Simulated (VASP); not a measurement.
# CoO in VASP: notebook

The runs below take CoO through relaxation of cell and atoms, single point, with PBEsol.

Program: VASP 6.6.1. These are calculated values, not measurements. Logs are shortened: lines on timing, memory, paths and dates and some standing lists are left out, and cuts for length are marked.

## 1. The cell of the first run

The structure is tetragonal, space group I4/mmm (No. 139). Conventional cell: a = 3.016 Å, b = 3.016 Å, c = 4.214 Å, α = 90.00°, β = 90.00°, γ = 90.00°. Within 2.8 Å of Co (site symmetry 4/mmm) lie 6 O at 2.11 to 2.13 Å. Within 2.8 Å of O (site symmetry 4/mmm) lie 6 Co at 2.11 to 2.13 Å.

## 2. Relaxation of cell and atoms, PBEsol, collinear spin, ferromagnetic start

INCAR

```
PREC = Accurate
ENCUT = 600
EDIFF = 1E-7
ISMEAR = 0
SIGMA = 0.1
LREAL = F
LASPH = T
NELM = 150
ALGO = Normal
ISIF = 3
LWAVE = F
LCHARG = F
ISPIN = 2
MAGMOM = 2.74 0.38
LORBIT = 11
LMAXMIX = 4
GGA = PS
IBRION = 2
NSW = 80
EDIFFG = -0.01
```

KPOINTS

```
regular mesh
0
Gamma
  8 8 8
```

POSCAR

```
CoO
1.0
   -1.5080001529      1.5080001529      2.1072499549
    1.5080001529     -1.5080001529      2.1072499549
    1.5080001529      1.5080001529     -2.1072499549
Co O
1 1
Direct
    0.0000000000      0.0000000000      0.0000000000
    0.5000000000      0.5000000000      0.0000000000
```

Potentials or basis: VASP PAW PBE potentials, release 64 (Co, O).

Command:

```console
$ cat potpaw_PBE.64/Co/POTCAR potpaw_PBE.64/O/POTCAR > POTCAR
$ mpirun -np 1 vasp_std > vasp.out
```

OUTCAR:

```text
PREC = Accurate
   ENCUT = 600
   EDIFF = 1E-7
   ISMEAR = 0
   LREAL = F
   LASPH = T
   NELM = 150
   ISIF = 3
   ISPIN = 2
   LORBIT = 11
   GGA = PS
   IBRION = 2
   NSW = 80
   EDIFFG = -0.01

 ion  position               nearest neighbor table
   1  0.000  0.000  0.000-   2 2.11   2 2.11   2 2.13   2 2.13   2 2.13   2 2.13
   2  0.500  0.500  0.000-   1 2.11   1 2.11   1 2.13   1 2.13   1 2.13   1 2.13

  LATTYP: Found a body centered tetragonal cell.
 ALAT       =     3.0160003058
 C/A-ratio  =     1.3973804650

  Lattice vectors:

 A1 = (  -1.5080001529,   1.5080001529,   2.1072499549)
 A2 = (   1.5080001529,  -1.5080001529,   2.1072499549)
 A3 = (   1.5080001529,   1.5080001529,  -2.1072499549)

Analysis of symmetry for initial positions (statically):
=====================================================================
 Subroutine PRICEL returns:
 Original cell was already a primitive cell.

 Routine SETGRP: Setting up the symmetry group for a
 body centered tetragonal supercell.

 Subroutine GETGRP returns: Found 16 space group operations
 (whereof 16 operations were pure point group operations)
 out of a pool of 16 trial point group operations.

The static configuration has the point symmetry D_4h.

Analysis of symmetry for dynamics (positions and initial velocities):
=====================================================================
 Subroutine PRICEL returns:
 Original cell was already a primitive cell.

 Routine SETGRP: Setting up the symmetry group for a
 body centered tetragonal supercell.

 Subroutine GETGRP returns: Found 16 space group operations
 (whereof 16 operations were pure point group operations)
 out of a pool of 16 trial point group operations.

The dynamic configuration has the point symmetry D_4h.

Analysis of structural, dynamic, and magnetic symmetry:
=====================================================================
 Subroutine PRICEL returns:
 Original cell was already a primitive cell.

 Routine SETGRP: Setting up the symmetry group for a
 body centered tetragonal supercell.

 Subroutine GETGRP returns: Found 16 space group operations
 (whereof 16 operations were pure point group operations)
 out of a pool of 16 trial point group operations.

The overall configuration has the point symmetry D_4h.

 Subroutine INISYM returns: Found 16 space group operations
 (whereof 16 operations are pure point group operations),
 and found     1 'primitive' translations

----------------------------------------------------------------------------------------

                                     Primitive cell

  volume of cell :      19.1681

  direct lattice vectors                    reciprocal lattice vectors
    -1.508000153  1.508000153  2.107249955     0.000000000  0.331564953  0.237276076
     1.508000153 -1.508000153  2.107249955     0.331564953  0.000000000  0.237276076
     1.508000153  1.508000153 -2.107249955     0.331564953  0.331564953  0.000000000

  length of vectors
     2.998104617  2.998104617  2.998104617     0.407719578  0.407719578  0.468903654

  position of ions in fractional coordinates (direct lattice)
     0.000000000  0.000000000  0.000000000
     0.500000000  0.500000000  0.000000000

  ion indices of the primitive-cell ions
   primitive index   ion index
                 1           1
                 2           2

----------------------------------------------------------------------------------------

 KPOINTS: regular mesh

Automatic generation of k-mesh.
 Grid dimensions read from file:
 generate k-points for:    8    8    8

 Generating k-lattice:

  Cartesian coordinates                     Fractional coordinates (reciprocal lattice)
     0.000000000  0.041445619  0.029659509     0.125000000 -0.000000000  0.000000000
     0.041445619  0.000000000  0.029659509    -0.000000000  0.125000000  0.000000000
     0.041445619  0.041445619  0.000000000     0.000000000  0.000000000  0.125000000

  Length of vectors
     0.050964947  0.050964947  0.058612957

  Shift w.r.t. Gamma in fractional coordinates (k-lattice)
[... 43 lines left out ...]
 conjugate gradient relaxation of ions
 spin polarized calculation
 Gauss-broadening in eV      SIGMA  =   0.10
  energy-cutoff  :      600.00
  volume of cell :       19.17
 maximum number of plane-waves:       648
   NGX = 11   NGY = 11   NGZ = 11

--------------------------------------- Ionic step        1  -------------------------------------------

 number of electron      15.0000005 magnetization       2.8887509

 Free energy of the ion-electron system (eV)
  ---------------------------------------------------
  ext. energy  EPLUGINS =         0.00000000
  ---------------------------------------------------
  free energy    TOTEN  =       -13.96752758 eV

  energy without entropy =      -13.94665226  energy(sigma->0) =      -13.95708992

------------------------ aborting loop because EDIFF is reached ----------------------------------------

  FORCE on cell =-STRESS in cart. coord.  units (eV):
  Direction    XX          YY          ZZ          XY          YZ          ZX
  --------------------------------------------------------------------------------------
  -------------------------------------------------------------------------------------
  Total       -1.2365177     -1.2365177     -1.2258411      0.0000000      0.0000000      0.0000000
  in kB     -103.3551432   -103.3551432   -102.4627359      0.0000000      0.0000000      0.0000000
  external PRESSURE =    -103.0576741 kB  Pullay stress =       0.0000000 kB
[... 165 lines left out ...]
  energy  without entropy=      -13.9859995298  energy(sigma->0) =      -13.99533585

--------------------------------------- Ionic step        6  -------------------------------------------

 number of electron      14.9999998 magnetization       2.7999573

 Free energy of the ion-electron system (eV)
  ---------------------------------------------------
  ext. energy  EPLUGINS =         0.00000000
  ---------------------------------------------------
  free energy    TOTEN  =       -14.00493507 eV

  energy without entropy =      -13.98635395  energy(sigma->0) =      -13.99564451

 E-fermi :   8.7771     XC(G=0): -13.0456

 val. band max:        8.7624747182   @ k =  -0.2500  -0.2500   0.2500
 cond. band min:       8.7796851519   @ k =  -0.3750   0.2500   0.0000
 fundamental gap:      0.0172104337
 Fermi energy:         8.7770591907

 spin component 1

 k-point     1 :       0.0000    0.0000    0.0000
  band No.  band energies     occupation
      1     -12.0803      1.00000
      2       5.2569      1.00000
      3       5.2624      1.00000
      4       5.2624      1.00000
      5       5.4925      1.00000
      6       5.4939      1.00000
      7       5.5719      1.00000
      8       5.5719      1.00000
      9       5.5881      1.00000
     10       9.9900      0.00000
     11      25.5477      0.00000
     12      27.2246      0.00000
     13      27.2246      0.00000
[... 353 lines left out ...]
 k-point    24 :       0.3750    0.1250    0.1250
  band No.  band energies     occupation
      1     -10.5759      1.00000
      2       0.6498      1.00000
      3       2.1581      1.00000
      4       2.4522      1.00000
      5       6.1994      1.00000
      6       6.4330      1.00000
      7       6.8749      1.00000
      8       7.7022      1.00000
      9       8.4071      1.00000
     10      16.0929      0.00000
     11      18.0183      0.00000
     12      20.0616      0.00000
     13      23.1676      0.00000

 [... further k-points ...]

 spin component 2

 k-point     1 :       0.0000    0.0000    0.0000
  band No.  band energies     occupation
      1     -11.5812      1.00000
      2       5.8250      1.00000
      3       5.8337      1.00000
      4       5.8337      1.00000
      5       7.5184      1.00000
      6       7.5184      1.00000
      7       7.5281      1.00000
      8       8.5277      0.99979
      9       8.5283      0.99978
     10      10.5275      0.00000
     11      25.5085      0.00000
     12      27.7836      0.00000
     13      27.7836      0.00000
[... 397 lines left out ...]
  FREE ENERGIE OF THE ION-ELECTRON SYSTEM (eV)
  ---------------------------------------------------
  free  energy   TOTEN  =       -14.0049350728 eV

  energy  without entropy=      -13.9863539530  energy(sigma->0) =      -13.99564451

 reached required accuracy - stopping structural energy minimisation

 total charge

# of ion       s       p       d       tot
------------------------------------------
    1        0.316   0.408   7.203   7.926
    2        1.548   3.431   0.000   4.978
--------------------------------------------------
tot          1.864   3.838   7.203  12.905

 magnetization (x)

# of ion       s       p       d       tot
------------------------------------------
    1        0.021   0.019   2.423   2.463
    2        0.031   0.257   0.000   0.289
--------------------------------------------------
tot          0.052   0.277   2.423   2.752
```

Run time: 3.5 min. Hardware: 1 thread of Intel Xeon 8259CL, shared host; peak memory 0.18 GiB.

Results:

```
Free energy                                           : -14.0049 eV
Relaxed volume                                        : 9.04 Å³/atom
Relaxed cell                                          : a = 2.945 Å, b = 2.945 Å, c = 2.945 Å, α = 119.93°, β = 119.93°, γ = 90.12°
Space group after relaxing (to 0.1 Å)                 : Fm-3m (No. 225)
Energy gained by relaxing                             : 18.7 meV/atom
Ionic steps                                           : 6
Pressure after relaxing                               : 0.0 GPa
Net moment                                            : 2.80 μB per cell
Site moments                                          : Co +2.46; O +0.29 μB
Valence electrons inside the program's atomic spheres : Co 7.93; O 4.98
```

The path:
```
step  energy change (eV)  largest force (eV/Å)  pressure (GPa)  volume (Å³)
   1              0.0000                0.0000          -10.31        19.17
   2             -0.0254                0.0000            6.35        17.51
   3             -0.0370                0.0000            0.11        18.08
   4             -0.0370                0.0000           -0.12        18.10
   5             -0.0371                0.0000           -0.09        18.10
   6             -0.0374                0.0000            0.01        18.09
```

Final structure:
```yaml
crystal:
  lattice:
    - [-1.47421, 1.47421, 2.08065]
    - [1.47421, -1.47421, 2.08065]
    - [1.47421, 1.47421, -2.08065]
  atoms:
    - { symbol: Co, position: [0.00000, 0.00000, 0.00000] }
    - { symbol: O, position: [0.50000, 0.50000, 0.00000] }
```

Levels at points of the mesh, in eV from the Fermi level:
Spin up:
| k point | band 7 | band 8 | band 9 | band 10 | band 11 | band 12 |
| --- | --- | --- | --- | --- | --- | --- |
| (0.00, 0.00, 0.00) | -3.21 | -3.21 | -3.19 | 1.21 | 16.77 | 18.45 |
| (0.50, 0.00, 0.00) | -1.78 | 0.26 | 0.28 | 5.00 | 9.82 | 13.65 |
| (0.50, 0.50, 0.00) | -2.24 | -2.03 | -2.03 | 6.16 | 10.04 | 11.79 |
| (0.50, 0.50, 0.50) | -2.23 | -2.03 | -2.03 | 6.16 | 10.06 | 11.77 |
Spin down:
| k point | band 4 | band 5 | band 6 | band 7 | band 8 | band 9 |
| --- | --- | --- | --- | --- | --- | --- |
| (0.00, 0.00, 0.00) | -2.94 | -1.26 | -1.26 | -1.25 | -0.25 | -0.25 |
| (0.50, 0.00, 0.00) | -5.22 | -0.15 | -0.14 | 0.19 | 2.70 | 2.72 |
| (0.50, 0.50, 0.00) | -4.28 | -2.56 | 0.16 | 0.16 | 0.28 | 0.89 |
| (0.50, 0.50, 0.50) | -4.30 | -2.56 | 0.16 | 0.16 | 0.29 | 0.89 |

Caveat: the PAW data sets were made with another functional, which shifts forces and pressure a little; a cell with one magnetic atom can't hold antiferromagnetic order, which such compounds often take; semilocal functionals often make such compounds metallic where correlation or magnetic order opens a gap, which also shifts bond lengths. With open d or f shells a metallic result of PBEsol can be an artefact of self-interaction; +U or a hybrid may open a gap.

## 3. Relaxation of cell and atoms, PBEsol, collinear spin, ferromagnetic start

INCAR

```
SYSTEM = CoO
PREC = Accurate ; ENCUT = 600
EDIFF = 1E-7 ; ISMEAR = 0
SIGMA = 0.1 ; LREAL = .False.
LASPH = .True. ; NELM = 150
ALGO = Normal ; ISIF = 3
LWAVE = .False. ; LCHARG = .False.
ISPIN = 2 ; MAGMOM = 2.74 0.38
LORBIT = 11 ; LMAXMIX = 4
GGA = PS ; IBRION = 2
NSW = 80 ; EDIFFG = -0.01
```

KPOINTS

```
Automatic mesh
0
Gamma
  10 10 10
  0 0 0
```

POSCAR is that of step 2.

Potentials or basis: VASP PAW PBE potentials, release 64 (Co, O).

Command:

```console
$ cat potpaw_PBE.64/Co/POTCAR potpaw_PBE.64/O/POTCAR > POTCAR
$ mpirun -np 1 vasp_std > vasp.out
```

It took 7.5 min on 1 thread of Intel Xeon 8259CL, shared host; peak memory 0.2 GiB.

Results (log left out):

| Quantity | Value |
| --- | --- |
| Free energy | -14.0022 eV |
| Relaxed volume | 9.04 Å³/atom |
| Relaxed cell | a = 2.946 Å, b = 2.946 Å, c = 2.946 Å, α = 120.01°, β = 120.01°, γ = 89.98° |
| Space group after relaxing (to 0.1 Å) | Fm-3m (No. 225) |
| Energy gained by relaxing | 17.8 meV/atom |
| Ionic steps | 9 |
| Pressure after relaxing | -0.1 GPa |
| Net moment | 2.77 μB per cell |
| Site moments | Co +2.44; O +0.28 μB |
| Valence electrons inside the program's atomic spheres | Co 7.93; O 4.98 |

Step by step:
```csv
step,energy change (eV),largest force (eV/Å),pressure (GPa),volume (Å³)
1,0.0000,0.0000,-9.94,19.17
2,-0.0293,0.0000,3.56,17.57
3,-0.0354,0.0000,0.33,18.03
4,-0.0354,0.0000,0.03,18.06
5,-0.0354,0.0000,-0.18,18.08
6,-0.0355,0.0000,-0.17,18.08
7,-0.0356,0.0000,-0.14,18.08
8,-0.0356,0.0000,-0.10,18.07
9,-0.0357,0.0000,-0.09,18.07
```

Final structure:
```
CELL_PARAMETERS angstrom
-1.47264 1.47264 2.08352
1.47264 -1.47264 2.08352
1.47264 1.47264 -2.08352
ATOMIC_POSITIONS crystal
Co 0.00000 0.00000 0.00000
O 0.50000 0.50000 0.00000
```

Levels at points of the mesh, in eV from the Fermi level:
Spin up:
| k point | band 7 | band 8 | band 9 | band 10 | band 11 | band 12 |
| --- | --- | --- | --- | --- | --- | --- |
| (0.00, 0.00, 0.00) | -3.19 | -3.18 | -3.18 | 1.21 | 16.77 | 18.45 |
| (0.50, 0.00, 0.00) | -1.76 | 0.27 | 0.28 | 4.99 | 9.82 | 13.67 |
| (0.50, 0.50, 0.00) | -2.22 | -2.01 | -2.01 | 6.16 | 10.04 | 11.79 |
| (0.50, 0.50, 0.50) | -2.22 | -2.01 | -2.01 | 6.16 | 10.04 | 11.79 |
Spin down:
```csv
k point,band 3,band 4,band 5,band 6,band 7,band 8,band 9,band 10
"(0.00, 0.00, 0.00)",-2.98,-2.98,-1.27,-1.27,-1.27,-0.26,-0.26,1.74
"(0.50, 0.00, 0.00)",-5.25,-5.25,-0.16,-0.16,0.18,2.69,2.70,5.29
"(0.50, 0.50, 0.00)",-4.33,-4.33,-2.57,0.15,0.15,0.27,0.88,6.97
"(0.50, 0.50, 0.50)",-4.33,-4.33,-2.57,0.15,0.15,0.27,0.88,6.97
```

Caveat: the PAW data sets were made with another functional, which shifts forces and pressure a little; a cell with one magnetic atom can't hold antiferromagnetic order, which such compounds often take; semilocal functionals often make such compounds metallic where correlation or magnetic order opens a gap, which also shifts bond lengths. With open d or f shells a metallic result of PBEsol can be an artefact of self-interaction; +U or a hybrid may open a gap.

## 4. Single point, PBEsol, collinear spin, ferromagnetic start

This run uses another cell than the first one, of 9.47 Å³/atom.

INCAR

```
ALGO = Normal
EDIFF = 1E-7
ENCUT = 520
GGA = PS
ISIF = 2
ISMEAR = 0
ISPIN = 2
LASPH = T
LCHARG = T
LELF = T
LMAXMIX = 4
LORBIT = 11
LREAL = F
LVHAR = T
LWAVE = F
MAGMOM = 2.67 0.37
NBANDS = 18
NELM = 150
PREC = Accurate
SIGMA = 0.1
```

KPOINTS

```
k-points
0
Gamma
  12 12 14
```

POSCAR

```
CoO
1.0
   -1.5274996118      1.4941395134      2.0934998526
    1.5102591520     -1.4943895472      2.0813410837
    1.5267116668      1.4936016021     -2.0936787829
Co O
1 1
Direct
    0.0062481731     -0.0132466375     -0.0493919285
    0.4840405700      0.4742136744     -0.0437966805
```

Command:

```console
$ cat potpaw_PBE.64/Co/POTCAR potpaw_PBE.64/O/POTCAR > POTCAR
$ mpirun -np 1 vasp_std > vasp.out
```

It took 20 min on 1 thread of Oxide Virtual Turin-like, shared host; peak memory 0.56 GiB.

Results (log left out):

- Free energy: -13.9702 eV
- Pressure: -7.0 GPa
- Largest force: 0.172 eV/Å
- Net moment: 2.91 μB per cell
- Site moments: Co +2.54; O +0.32 μB
- Valence electrons inside the program's atomic spheres: Co 7.85; O 4.96

Forces on the atoms (eV/Å):
```
Co   0.005  0.003 -0.172
O   -0.005 -0.003  0.172
```

Stress tensor (GPa, compression positive):
```
-7.74 -0.06 -0.02
-0.06 -8.41 -0.06
-0.02 -0.06 -4.99
```

Levels at points of the mesh, in eV from the Fermi level:
Spin up:
| k point | band 5 | band 6 | band 7 | band 8 | band 9 | band 10 | band 11 | band 12 | band 13 | band 14 |
| --- | --- | --- | --- | --- | --- | --- | --- | --- | --- | --- |
| (0.00, 0.00, 0.00) | -3.27 | -3.07 | -2.91 | -2.83 | -2.74 | 0.94 | 16.57 | 17.76 | 18.18 | 18.23 |
| (0.50, 0.00, 0.00) | -2.44 | -2.36 | -1.82 | 0.05 | 0.18 | 4.87 | 9.41 | 12.93 | 13.63 | 20.38 |
| (0.00, 0.50, 0.00) | -2.43 | -2.39 | -1.86 | 0.01 | 0.16 | 4.95 | 9.29 | 13.29 | 13.59 | 20.50 |
| (0.50, 0.50, 0.00) | -3.81 | -2.84 | -2.37 | -2.13 | -2.07 | 5.79 | 9.65 | 11.56 | 15.73 | 16.14 |
| (0.00, 0.00, 0.50) | -3.80 | -2.83 | -2.37 | -2.13 | -2.07 | 5.79 | 9.65 | 11.55 | 15.73 | 16.13 |
| (0.50, 0.00, 0.50) | -2.41 | -2.41 | -1.89 | 0.01 | 0.18 | 5.00 | 9.16 | 13.38 | 13.79 | 20.65 |
| (0.00, 0.50, 0.50) | -2.44 | -2.36 | -1.82 | 0.04 | 0.17 | 4.87 | 9.41 | 12.94 | 13.65 | 20.38 |
| (0.50, 0.50, 0.50) | -4.01 | -2.88 | -2.36 | -2.15 | -2.13 | 5.76 | 10.00 | 11.39 | 15.45 | 15.79 |
Spin down:
```csv
k point,band 4,band 5,band 6,band 7,band 8,band 9
"(0.00, 0.00, 0.00)",-2.73,-1.11,-1.07,-1.04,-0.16,-0.05
"(0.50, 0.00, 0.00)",-4.90,-0.13,-0.09,0.21,2.54,2.62
"(0.00, 0.50, 0.00)",-4.78,-0.20,-0.07,0.19,2.49,2.59
"(0.50, 0.50, 0.00)",-4.01,-2.20,0.12,0.18,0.33,0.83
"(0.00, 0.00, 0.50)",-4.00,-2.20,0.12,0.18,0.34,0.83
"(0.50, 0.00, 0.50)",-4.76,-0.20,-0.10,0.18,2.50,2.63
"(0.00, 0.50, 0.50)",-4.90,-0.13,-0.10,0.21,2.53,2.61
"(0.50, 0.50, 0.50)",-3.96,-2.34,0.15,0.16,0.37,0.80
```

Caveat: the cell stands under tension; the PAW data sets were made with another functional, which shifts forces and pressure a little; a cell with one magnetic atom can't hold antiferromagnetic order, which such compounds often take; semilocal functionals often make such compounds metallic where correlation or magnetic order opens a gap, which also shifts bond lengths. With open d or f shells a metallic result of PBEsol can be an artefact of self-interaction; +U or a hybrid may open a gap.

## 5. The runs side by side

| task | cell | k mesh | cutoff (eV) | gap on the mesh (eV) | pressure (GPa) | moment (μB) | relaxed volume (Å³/atom) |
| --- | --- | --- | --- | --- | --- | --- | --- |
| relaxation of cell and atoms | relaxed from a = 2.998 Å, angles 119.6, 119.6, 90.7°, 2 atoms, atomic positions A | 8 × 8 × 8 | 600 | none | 0.0 | 2.80 | 9.04 |
| relaxation of cell and atoms | relaxed from a = 2.998 Å, angles 119.6, 119.6, 90.7°, 2 atoms, atomic positions A | 10 × 10 × 10 | 600 | none | -0.1 | 2.77 | 9.04 |
| single point | a = 2.991, b = 2.974 Å, angles 118.8, 120.1, 91.2°, 2 atoms, atomic positions B | 12 × 12 × 14 | 520 | none | -7.0 | 2.91 | - |

Alike in all rows: level PBEsol; potentials or basis VASP PAW PBE potentials, release 64 (Co, O); spin collinear, ferromagnetic start; smearing gaussian 0.1 eV.

Caveats: the PAW data sets were made with another functional, which shifts forces and pressure a little; a cell with one magnetic atom can't hold antiferromagnetic order, which such compounds often take; semilocal functionals often make such compounds metallic where correlation or magnetic order opens a gap, which also shifts bond lengths; the cell stands under tension (at least some runs).

Total energies depend on the potentials used, so only differences within one code and one set of settings carry meaning.
